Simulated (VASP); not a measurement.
Here is a VASP 6.6.1 calculation.

The input INCAR:

```
SYSTEM = Ge
ALGO = Normal
EDIFF = 1E-6
EDIFFG = -0.04
ENCUT = 600
GGA = PS
IBRION = 2
ISIF = 3
ISMEAR = 0
LASPH = .True.
LCHARG = .False.
LREAL = .False.
LWAVE = .False.
NELM = 60
NSW = 90
PREC = Accurate
SIGMA = 0.1
```

The input KPOINTS:

```
k-points
0
Gamma
  6 6 2
  0 0 0
```

The input POSCAR:

```
Ge
1.0
    2.9962801600     -1.9803119734      0.0000000000
    2.9962801600      1.9803119734      0.0000000000
    0.0000000000      0.0000000000      8.0781860689
Ge
4
Direct
    0.8500000000      0.1500000000      0.1170000000
    0.6500000000      0.3500000000      0.6170000000
    0.1500000000      0.8500000000      0.8830000000
    0.3500000000      0.6500000000      0.3830000000
```

Potentials or basis: VASP PAW PBE potentials, release 64 (Ge_d).

The run is started by

```console
$ cat potpaw_PBE.64/Ge_d/POTCAR > POTCAR
$ mpirun -np 1 vasp_std > vasp.out
```

Q: Estimate the relaxed cell.

A: a = 3.130 Å, b = 3.130 Å, c = 7.667 Å, α = 90.00°, β = 90.00°, γ = 80.03°.

Q: Estimate the relaxed volume.

A: 18.50 Å³/atom.

Q: What does it give for the band gap on the k mesh?

A: Zero (band 28 reaches 10.28 eV, above the bottom of band 29 at 5.04 eV).

Q: Predict the space group after relaxing (to 0.05 Å).

A: Fmmm (No. 69).

Final structure:
```xyz
4
Lattice="2.3974 -2.0126 0.0000 2.3974 2.0126 0.0000 0.0000 0.0000 7.6668" Properties=species:S:1:pos:R:3 pbc="T T T"
Ge    2.3974   -1.0048    0.9584
Ge    2.3974   -1.0078    4.7918
Ge    2.3974    1.0048    6.7084
Ge    2.3974    1.0078    2.8750
```

Caveat: the k points lie up to 0.41 Å⁻¹ apart in the final cell; the volume moved by over 15 % at a fixed basis, so the end points are rough; the PAW data sets were made with another functional, which shifts forces and pressure a little.
